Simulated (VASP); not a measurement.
## Ta3Cu: relaxation of cell and atoms with PBEsol

Crystal: Ta3Cu.

```
Ta Cu
1.0
    -2.00651    2.00651    4.20817
     2.00651   -2.00651    4.20817
     2.00651    2.00651   -4.20817
Ta Cu
3 1
Direct
  0.50000 0.50000 0.00000
  0.25000 0.75000 0.50000
  0.75000 0.25000 0.50000
  0.00000 0.00000 0.00000
```

```json
{"Program": "VASP 6.6.1", "Task": "relaxation of cell and atoms", "Functional": "PBEsol", "Potentials or basis": "VASP PAW PBE potentials, release 64 (Ta_pv, Cu)", "Cutoff": "600 eV", "k mesh": "7 × 7 × 7", "Occupations": "fermi-dirac, width 0.05 eV", "Spin": "no spin polarisation", "Dipole correction": "no", "Further INCAR settings": "ALGO = Normal; EDIFF = 1e-07; IBRION = 2; EDIFFG = -0.01; NSW = 60; ISIF = 3"}
```

```json
{
  "Relaxed volume": "16.38 Å³/atom",
  "Relaxed cell": "a = 5.001 Å, b = 5.001 Å, c = 5.001 Å, α = 133.08°, β = 133.08°, γ = 68.53°",
  "Space group after relaxing (to 0.1 Å)": "I4/mmm (No. 139)",
  "Energy gained by relaxing": "11.2 meV/atom",
  "Ionic steps": "6",
  "Pressure after relaxing": "0.0 GPa",
  "Band gap on the k mesh": "zero (bands 22 and 23 overlap by 0.96 eV)"
}
```

The path:
```csv
step,energy change (eV),largest force (eV/Å),pressure (GPa),volume (Å³)
1,0.0000,0.0000,-6.06,67.77
2,0.1118,0.0000,13.54,61.68
3,-0.0434,0.0000,-0.09,65.59
4,-0.0434,0.0000,0.04,65.55
5,-0.0443,0.0000,0.03,65.55
6,-0.0446,0.0000,0.02,65.54
```

Final structure:
```
Ta Cu
1.0
    -1.99104    1.99104    4.13301
     1.99104   -1.99104    4.13301
     1.99104    1.99104   -4.13301
Ta Cu
3 1
Cartesian
  1.9910 1.9910 0.0000
  1.9910 0.0000 2.0665
  0.0000 1.9910 2.0665
  0.0000 3.9821 0.0000
```

Levels at points of the mesh, in eV from the Fermi level:
```
           k point  band 18  band 19  band 20  band 21  band 22  band 23  band 24  band 25  band 26
(0.00, 0.00, 0.00)    -1.93    -1.71    -1.71    -0.20    -0.20     0.07     2.28     2.37     2.63
```

Wall time 5.4 min on 1 thread of Intel(R) Xeon(R) 6975P-C (Granite Rapids) (shared host), peak memory 0.33 GiB.

Caveat: the PAW data sets were made with another functional, which shifts forces and pressure a little; spin-orbit coupling is left out, which moves the levels of the heavy elements.
